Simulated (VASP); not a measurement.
Here is a VASP 6.6.1 calculation.

File INCAR:

```
SYSTEM = Ag12Cl
ALGO = Normal
EDIFF = 1E-6
ENCUT = 520
GGA = PE
ISIF = 2
ISMEAR = -1
IVDW = 12
LASPH = .TRUE.
LCHARG = .FALSE.
LREAL = .FALSE.
LWAVE = .FALSE.
NBANDS = 82
NELM = 100
PREC = Accurate
SIGMA = 0.15
```

File KPOINTS:

```
k-points
0
G
  3 3 1
  0 0 0
```

The input POSCAR:

```
Ag12Cl
1.0
    5.7841330000      0.0000000000      0.0000000000
    2.8920670000      5.0092070000      0.0000000000
    0.0000000000      0.0000000000     17.7227250000
Ag Cl
12 1
Direct
    0.1666576930      0.1666730882      0.0564247315
    0.6666634847      0.1666730882      0.0564247315
    0.1666695393      0.6666723895      0.0564247315
    0.6666580424      0.6666723895      0.0564247315
   -0.0286167115      0.3701583903      0.1940954340
    0.4493490497      0.3835337609      0.1940390092
   -0.0782611347      0.9165322974      0.1944339824
    0.4301552554      0.8455629803      0.2053352405
    0.1437621830      0.0174478715      0.3417194591
    0.6118011893      0.0049309202      0.3819390077
    0.1417183123      0.5363922872      0.3295373595
    0.7116504064      0.4817728634      0.3368105074
    1.3396338870      0.2887482989      0.4687033174
```

Potentials or basis: VASP PAW PBE potentials, release 64 (Ag, Cl).

Run with:

```bash
$ cat potpaw_PBE.64/Ag/POTCAR potpaw_PBE.64/Cl/POTCAR > POTCAR
$ mpirun -np 1 vasp_std > vasp.out
```

(1) Estimate the band gap on the k mesh.

(2) What does it give for the dispersion energy per atom?

## Answers

(1) zero (an odd number of electrons rules out a gap without spin polarisation).

(2) -0.376 eV.

Caveat: the k points lie up to 0.42 Å⁻¹ apart, too coarse for converged energies and pressures of a metal; the atoms stand as in a frame of molecular dynamics; an odd number of electrons without spin polarisation forces a metal; a magnetic or distorted state may lie lower.
